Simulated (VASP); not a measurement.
A run of VASP 6.6.1 is set up as follows.

Contents of INCAR:

```
SYSTEM = InSb
ALGO = Normal
EDIFF = 1E-6
ENCUT = 520
GGA = PE
ISIF = 2
ISMEAR = -1
LASPH = .True.
LCHARG = .False.
LREAL = .False.
LWAVE = .False.
NBANDS = 16
NELM = 100
PREC = Accurate
SIGMA = 0.15
```

File KPOINTS:

```
k-points
0
Gamma
  12 12 12
  0 0 0
```

The input POSCAR:

```
InSb
1.0
    0.0000000000      3.1408951772      3.1408951772
    3.1408951772      0.0000000000      3.1408951772
    3.1408951772      3.1408951772      0.0000000000
In Sb
1 1
Direct
    0.0000000000      0.0000000000      0.0000000000
    0.7500000000      0.7500000000      0.7500000000
```

Potentials or basis: VASP PAW PBE potentials, release 64 (In_d, Sb).

Launch:

```console
$ cat potpaw_PBE.64/In_d/POTCAR potpaw_PBE.64/Sb/POTCAR > POTCAR
$ mpirun -np 1 vasp_std > vasp.out
```

Problem. Estimate the pressure.

Solution. 9.0 GPa.

Problem. Predict the band gap on the k mesh.

Solution. 0.36 eV, direct.

Caveat: spin-orbit coupling is left out, which moves the levels of the heavy elements. A k mesh can miss the band edges.
